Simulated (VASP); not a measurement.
# ScI2Cl (P6/mmm) in VASP: notebook

Runs on ScI2Cl. Level: PBE. Tasks: single point, relaxation of cell and atoms.

Program: VASP 6.6.1. These are calculated values, not measurements. Logs are shortened: lines on timing, memory, paths and dates and some standing lists are left out, and cuts for length are marked.

### 1 The cell of the first run

The structure is hexagonal, space group P6/mmm (No. 191). Conventional cell: a = 4.332 Å, b = 4.332 Å, c = 11.011 Å, α = 90.00°, β = 90.00°, γ = 120.00°. Within 3.5 Å of Sc (site symmetry 6/mmm) lie 2 I at 2.64 Å. Within 3.5 Å of I (site symmetry 6mm) lie 1 Sc at 2.64 Å and 1 Cl at 2.86 Å. Within 3.8 Å of Cl (site symmetry 6/mmm) lie 2 I at 2.86 Å.

The cell was generated, and may not be a known phase.

### 2 Single point, PBE

The input, INCAR:

```
ALGO     = Normal         # electronic algorithm
EDIFF    = 1E-6           # SCF threshold, eV
ENCUT    = 520            # plane-wave cutoff, eV
GGA      = PE             # functional
ISIF     = 2              # what is computed and relaxed
ISMEAR   = 0              # smearing method
LASPH    = True           # aspherical terms in the spheres
LCHARG   = False          # write CHGCAR
LREAL    = False          # projectors in reciprocal space
LWAVE    = False          # write WAVECAR
NBANDS   = 24             # bands
NELM     = 100            # most SCF steps
PREC     = Accurate       # precision mode
SIGMA    = 0.1            # smearing width, eV
```

The input, KPOINTS:

```
k-points
0
Gamma
  12 12 4
```

The input, POSCAR:

```
ScI2Cl
1.0
    4.3323931316      0.0000000000      0.0000000000
   -2.1661965658      3.7519625112      0.0000000000
    0.0000000000      0.0000000000     11.0111562387
Sc I Cl
1 2 1
Direct
    0.0000000000      0.0000000000      0.5000000000
    0.0000000000      0.0000000000      0.2599022824
    0.0000000000      0.0000000000      0.7400977176
    0.0000000000      0.0000000000      0.0000000000
```

Potentials or basis: VASP PAW PBE potentials, release 64 (Sc_sv, I, Cl).

Run with:

```bash
$ cat potpaw_PBE.64/Sc_sv/POTCAR potpaw_PBE.64/I/POTCAR potpaw_PBE.64/Cl/POTCAR > POTCAR
$ mpirun -np 1 vasp_std > vasp.out
```

OUTCAR:

```text
EDIFF = 1E-6
   ENCUT = 520
   GGA = PE
   ISIF = 2
   ISMEAR = 0
   LASPH = True
   LREAL = False
   NELM = 100
   PREC = Accurate

 ion  position               nearest neighbor table
   1  0.000  0.000  0.500-   2 2.64   3 2.64
   2  0.000  0.000  0.260-   1 2.64   4 2.86
   3  0.000  0.000  0.740-   1 2.64   4 2.86
   4  0.000  0.000  0.000-   2 2.86   3 2.86

  LATTYP: Found a hexagonal cell.
 ALAT       =     4.3323931316
 C/A-ratio  =     2.5415875024

  Lattice vectors:

 A1 = (   4.3323931316,   0.0000000000,   0.0000000000)
 A2 = (  -2.1661965658,   3.7519625112,   0.0000000000)
 A3 = (   0.0000000000,   0.0000000000,  11.0111562387)

Analysis of symmetry for initial positions (statically):
=====================================================================
 Subroutine PRICEL returns:
 Original cell was already a primitive cell.

 Routine SETGRP: Setting up the symmetry group for a
 hexagonal supercell.

 Subroutine GETGRP returns: Found 24 space group operations
 (whereof 24 operations were pure point group operations)
 out of a pool of 24 trial point group operations.

The static configuration has the point symmetry D_6h.

Analysis of symmetry for dynamics (positions and initial velocities):
=====================================================================
 Subroutine PRICEL returns:
 Original cell was already a primitive cell.

 Routine SETGRP: Setting up the symmetry group for a
 hexagonal supercell.

 Subroutine GETGRP returns: Found 24 space group operations
 (whereof 24 operations were pure point group operations)
 out of a pool of 24 trial point group operations.

The dynamic configuration has the point symmetry D_6h.

 Subroutine INISYM returns: Found 24 space group operations
 (whereof 24 operations are pure point group operations),
 and found     1 'primitive' translations

----------------------------------------------------------------------------------------

                                     Primitive cell

  volume of cell :     178.9861

  direct lattice vectors                    reciprocal lattice vectors
     4.332393132  0.000000000  0.000000000     0.230819312  0.133263592  0.000000000
    -2.166196566  3.751962511  0.000000000     0.000000000  0.266527183  0.000000000
     0.000000000  0.000000000 11.011156239     0.000000000  0.000000000  0.090816984

  length of vectors
     4.332393132  4.332393132 11.011156239     0.266527183  0.266527183  0.090816984

  position of ions in fractional coordinates (direct lattice)
     0.000000000  0.000000000  0.500000000
     0.000000000  0.000000000  0.259902282
     0.000000000  0.000000000  0.740097718
     0.000000000  0.000000000  0.000000000

  ion indices of the primitive-cell ions
   primitive index   ion index
                 1           1
                 2           2
                 3           3
                 4           4

----------------------------------------------------------------------------------------

 KPOINTS: k-points

Automatic generation of k-mesh.
 Grid dimensions read from file:
 generate k-points for:   12   12    4

 Generating k-lattice:

  Cartesian coordinates                     Fractional coordinates (reciprocal lattice)
     0.019234943  0.011105299  0.000000000     0.083333333 -0.000000000  0.000000000
     0.000000000  0.022210599  0.000000000     0.000000000  0.083333333  0.000000000
     0.000000000  0.000000000  0.022704246     0.000000000  0.000000000  0.250000000

  Length of vectors
     0.022210599  0.022210599  0.022704246

  Shift w.r.t. Gamma in fractional coordinates (k-lattice)
     0.000000000  0.000000000  0.000000000

 Subroutine IBZKPT returns following result:
 ===========================================

 Found     57 irreducible k-points:

 Following reciprocal coordinates:
            Coordinates               Weight
  0.000000  0.000000  0.000000      1.000000
  0.083333  0.000000  0.000000      6.000000
  0.166667  0.000000  0.000000      6.000000
  0.250000  0.000000  0.000000      6.000000
  0.333333  0.000000  0.000000      6.000000
  0.416667  0.000000  0.000000      6.000000
[... 16 lines left out ...]
  0.250000  0.000000  0.250000     12.000000
  0.333333  0.000000  0.250000     12.000000
 [... further k-points ...]
   k-points           NKPTS =     57   k-points in BZ     NKDIM =     57   number of bands    NBANDS=     24
   number of dos      NEDOS =    301   number of ions     NIONS =      4
   total plane-waves  NPLWV =  86016
   dimension x,y,z NGX =    32 NGY =   32 NGZ =   84
   dimension x,y,z NGXF=    64 NGYF=   64 NGZF=  168
   ions per type =               1   2   1
   NGX,Y,Z   is equivalent  to a cutoff of  12.28, 12.28, 12.68 a.u.
   NGXF,Y,Z  is equivalent  to a cutoff of  24.56, 24.56, 25.36 a.u.
 SYSTEM =  unknown system
   PREC   = accura    normal or accurate (medium, high low for compatibility)
   ISTART =      0    job   : 0-new  1-cont  2-samecut
   ICHARG =      2    charge: 1-file 2-atom 10-const
   ISPIN  =      1    spin polarized calculation?
   LNONCOLLINEAR =      F non collinear calculations
   LSORBIT =      F    spin-orbit coupling
   LASPH  =      T    aspherical Exc in radial PAW
   ENCUT  =  520.0 eV  38.22 Ry    6.18 a.u.   8.06  8.06 20.47*2*pi/ulx,y,z
   NELM   =    100;   NELMIN=  2; NELMDL= -5     # of ELM steps
   EDIFF  = 0.1E-05   stopping-criterion for ELM
   LREAL  =      F    real-space projection
   EDIFFG = 0.1E-04   stopping-criterion for IOM
   NSW    =      0    number of steps for IOM
[... 5 lines left out ...]
   TEBEG  =    0.0;   TEEND  =   0.0 temperature during run
   PSTRESS=    0.0 pullay stress
   NELECT =      32.0000    total number of electrons
   NUPDOWN=      -1.0000    fix difference up-down
   EMIN   =  10.00;   EMAX   =-10.00  energy-range for DOS
   EFERMI =   0.00;   METHOD = LEGACY
   ISMEAR =     0;   SIGMA  =   0.10  broadening in eV -4-tet -1-fermi 0-gaus
   EFERMI_NEDOS =   21; number of points for ismear=-14 and -15
   IALGO  =     38    algorithm
   IMIX   =      4    mixing-type and parameters
     AMIX     =   0.40;   BMIX     =  1.00
     AMIX_MAG =   1.60;   BMIX_MAG =  1.00
  volume/ion in A,a.u.               =      44.75       301.96
  Fermi-wavevector in a.u.,A,eV,Ry     =   0.922257  1.742812 11.572532  0.850557
  Thomas-Fermi vector in A             =   2.047763
   LORBIT       =      0    0 simple, 1 ext, 2 COOP (PROOUT), +10 PAW based schemes
   GGA     = PE    functional components
   LHFCALC =     F    Hartree Fock is set to
   AEXX    =    0.0000 exact exchange contribution
   IVDW    =     0    specifies the selected vdW correction
   LEPSILON=     F    determine dielectric tensor
   LRPA    =     F    only Hartree local field effects (RPA)
 non-spin polarized calculation
 Gauss-broadening in eV      SIGMA  =   0.10
  energy-cutoff  :      520.00
  volume of cell :      178.99
 maximum number of plane-waves:      4838
   NGX = 17   NGY = 17   NGZ = 41

 number of electron      31.9999995 magnetization

 Free energy of the ion-electron system (eV)
  ---------------------------------------------------
  ext. energy  EPLUGINS =         0.00000000
  ---------------------------------------------------
  free energy    TOTEN  =       -11.45868570 eV

  energy without entropy =      -11.42642498  energy(sigma->0) =      -11.44255534

 E-fermi :   0.7117     XC(G=0):  -7.2095

 val. band max:        0.7081031528   @ k =   0.2500   0.0000   0.2500
 cond. band min:       0.7256751352   @ k =   0.3333   0.1667   0.2500
 fundamental gap:      0.0175719824
 Fermi energy:         0.7116632606

 k-point     1 :       0.0000    0.0000    0.0000
  band No.  band energies     occupation
      1     -49.9415      2.00000
      2     -28.6814      2.00000
      3     -28.6814      2.00000
      4     -28.3146      2.00000
      5     -12.9693      2.00000
      6     -11.6430      2.00000
[... 16 lines left out ...]
     23       5.4800      0.00000
     24       6.1819      0.00000

 k-point     2 :       0.0833    0.0000    0.0000
  band No.  band energies     occupation
      1     -49.9415      2.00000
      2     -28.6821      2.00000
      3     -28.6816      2.00000
      4     -28.3145      2.00000
      5     -12.9629      2.00000
      6     -11.6275      2.00000
[... 16 lines left out ...]
     23       5.6909      0.00000
     24       6.3629      0.00000

 k-point     3 :       0.1667    0.0000    0.0000
  band No.  band energies     occupation
      1     -49.9414      2.00000
      2     -28.6842      2.00000
      3     -28.6821      2.00000
      4     -28.3142      2.00000
      5     -12.9455      2.00000
      6     -11.5845      2.00000
[... 16 lines left out ...]
     23       6.1859      0.00000
     24       6.7105      0.00000

 k-point     4 :       0.2500    0.0000    0.0000
  band No.  band energies     occupation
      1     -49.9412      2.00000
      2     -28.6870      2.00000
      3     -28.6829      2.00000
      4     -28.3139      2.00000
      5     -12.9216      2.00000
      6     -11.5243      2.00000
[... 16 lines left out ...]
     23       6.3510      0.00000
     24       6.5820      0.00000

 k-point     5 :       0.3333    0.0000    0.0000
  band No.  band energies     occupation
      1     -49.9411      2.00000
      2     -28.6898      2.00000
      3     -28.6836      2.00000
      4     -28.3135      2.00000
      5     -12.8977      2.00000
      6     -11.4621      2.00000
[... 16 lines left out ...]
     23       5.9681      0.00000
     24       6.5834      0.00000

 k-point     6 :       0.4167    0.0000    0.0000
  band No.  band energies     occupation
      1     -49.9410      2.00000
      2     -28.6918      2.00000
      3     -28.6841      2.00000
      4     -28.3133      2.00000
      5     -12.8802      2.00000
      6     -11.4152      2.00000
[... 16 lines left out ...]
     23       5.8394      0.00000
     24       6.4522      0.00000
[... 379 lines left out ...]
 k-point    21 :       0.0833    0.0000    0.2500
  band No.  band energies     occupation
      1     -49.9415      2.00000
      2     -28.6821      2.00000
      3     -28.6816      2.00000
      4     -28.3145      2.00000
      5     -12.9556      2.00000
      6     -11.7282      2.00000
[... 16 lines left out ...]
     23       5.6258      0.00000
     24       6.5847      0.00000

 k-point    22 :       0.1667    0.0000    0.2500
  band No.  band energies     occupation
      1     -49.9414      2.00000
      2     -28.6842      2.00000
      3     -28.6821      2.00000
      4     -28.3142      2.00000
      5     -12.9384      2.00000
      6     -11.6856      2.00000
[... 16 lines left out ...]
     23       6.0927      0.00000
     24       6.8978      0.00000

 k-point    23 :       0.2500    0.0000    0.2500
  band No.  band energies     occupation
      1     -49.9412      2.00000
      2     -28.6870      2.00000
      3     -28.6829      2.00000
      4     -28.3139      2.00000
      5     -12.9150      2.00000
      6     -11.6258      2.00000
[... 16 lines left out ...]
     23       6.3790      0.00000
     24       6.5885      0.00000

 k-point    24 :       0.3333    0.0000    0.2500
  band No.  band energies     occupation
      1     -49.9411      2.00000
      2     -28.6898      2.00000
      3     -28.6836      2.00000
      4     -28.3135      2.00000
      5     -12.8915      2.00000
      6     -11.5642      2.00000
[... 16 lines left out ...]
     23       6.1510      0.00000
     24       6.5400      0.00000

 [... further k-points ...]

------------------------ aborting loop because EDIFF is reached ----------------------------------------

  FORCE on cell =-STRESS in cart. coord.  units (eV):
  Direction    XX          YY          ZZ          XY          YZ          ZX
  --------------------------------------------------------------------------------------
  -------------------------------------------------------------------------------------
  Total       -0.0334290     -0.0334290      0.0145746      0.0000000      0.0000000     -0.0000000
  in kB       -0.2992367     -0.2992367      0.1304630      0.0000000      0.0000000     -0.0000000
  external PRESSURE =      -0.1560034 kB  Pullay stress =       0.0000000 kB

 VOLUME and BASIS-vectors are now :
 -----------------------------------------------------------------------------
  energy-cutoff  :      520.00
  volume of cell :      178.99
      direct lattice vectors                 reciprocal lattice vectors
     4.332393132  0.000000000  0.000000000     0.230819312  0.133263592  0.000000000
    -2.166196566  3.751962511  0.000000000     0.000000000  0.266527183  0.000000000
     0.000000000  0.000000000 11.011156239     0.000000000  0.000000000  0.090816984

 POSITION                                       TOTAL-FORCE (eV/Angst)
 -----------------------------------------------------------------------------------
      0.00000      0.00000      5.50558         0.000000     -0.000000      0.000000
      0.00000      0.00000      2.86182        -0.000000      0.000000     -0.027485
      0.00000      0.00000      8.14933         0.000000     -0.000000      0.027485
      0.00000      0.00000      0.00000         0.000000     -0.000000      0.000000
 -----------------------------------------------------------------------------------
    total drift:                                0.000000      0.000000      0.000000

  FREE ENERGIE OF THE ION-ELECTRON SYSTEM (eV)
  ---------------------------------------------------
  free  energy   TOTEN  =       -11.4586856997 eV

  energy  without entropy=      -11.4264249841  energy(sigma->0) =      -11.44255534
```

It took 2.4 min on 1 thread of Intel Xeon 6975P-C (Granite Rapids), shared host; peak memory 0.44 GiB.

What came out:

| Item | Value |
| --- | --- |
| Free energy | -11.4587 eV |
| Pressure | 0.0 GPa |
| Largest force | 0.027 eV/Å |
| Band gap on the k mesh | zero (bands 16 and 17 overlap by 0.88 eV) |

Forces in eV/Å, atoms in the order of the input:
```
Sc   0.000  0.000  0.000
I    0.000  0.000 -0.027
I    0.000  0.000  0.027
Cl   0.000  0.000  0.000
```

Levels at points of the mesh, in eV from the Fermi level:
```tsv
k point	band 13	band 14	band 15	band 16	band 17	band 18	band 19	band 20
(0.00, 0.00, 0.00)	-1.31	-1.07	-0.44	-0.44	0.18	0.79	0.79	1.79
(0.50, 0.00, 0.00)	-1.69	-1.38	-0.68	-0.04	0.44	1.22	1.42	1.67
(0.00, 0.00, 0.50)	-0.98	-0.98	-0.64	-0.64	-0.41	0.79	0.79	1.85
(0.50, 0.00, 0.50)	-1.41	-1.41	-0.82	-0.51	-0.01	1.31	1.42	1.66
```

Caveat: spin-orbit coupling is left out, which moves the levels of the heavy elements.

[end of part 1 of 2]
